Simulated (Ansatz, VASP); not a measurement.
**TiIn2 in VASP and in Ansatz**

Contents of INCAR:

```
PREC = Accurate ; ENCUT = 520
EDIFF = 1E-6 ; ISMEAR = 0
SIGMA = 0.1 ; LREAL = F
LASPH = T ; NELM = 60
ALGO = Normal ; ISIF = 2
LWAVE = F ; LCHARG = F
GGA = PE ; NBANDS = 26
```

KPOINTS

```
Automatic mesh
0
Gamma
  6 6 4
```

File POSCAR:

```
TiIn2
1.0
    3.1159615200      0.0000000000      0.0000000000
    0.0000000000      3.1159615200      0.0000000000
    0.0000000000      0.0000000000      5.9532972800
Ti In
1 2
Direct
    0.0000000000      0.0000000000      0.0000000000
    0.5000000000      0.5000000000      0.2700000100
    0.5000000000      0.5000000000      0.7299999900
```

Input for Ansatz:

```yaml
crystal:
  lattice:
    - [3.11596152, 0.0, 0.0]
    - [0.0, 3.11596152, 0.0]
    - [0.0, 0.0, 5.95329728]
  atoms:
    - { symbol: Ti, position: [0.0, 0.0, 0.0] }
    - { symbol: In, position: [0.5, 0.5, 0.27000001] }
    - { symbol: In, position: [0.5, 0.5, 0.72999999] }
basis:
  ecutwfc: 420
kpoints:
  mp_grid: { grid: [6, 6, 4] }
hamiltonian:
  xc: pbe
scf:
  occupations: { method: gaussian, width: 0.1 }
  lower_state_search: "off"
output:
  forces: true
  stress: true
  eigenvalues: true
```

Change from the starting cell: species swapped into the FeSi2 type (P4/mmm, No. 123).

Alike in both runs: task single point; functional PBE; k mesh 6 × 6 × 4; occupations gaussian, width 0.1 eV; no spin polarisation.

|  | VASP | Ansatz |
| --- | --- | --- |
| version | VASP 6.6.1 | Ansatz 0.2.0 |
| potentials or method | VASP PAW PBE potentials, release 64 (Ti_sv, In_d), cutoff 520 eV | scalar-relativistic, plane waves, PAW |
| valence electrons in the cell | 38 | 38 |

```tsv
	VASP	Ansatz	Ansatz less VASP
gap on the k mesh at the Fermi level (eV)	none	none	-
pressure (GPa)	21.2	21.2	0.00
traceless stress, the component that is largest in VASP (GPa)	10.31	10.33	+0.013
rms of the force components (eV/Å)	0.563	0.564	+0.0009
```

Atom by atom the forces differ by 0.001 eV/Å (rms over components). A gap of «none» marks a metal or a gap that the smearing closes. The functional is the same, so the differences come from potentials, cutoffs and numerics.
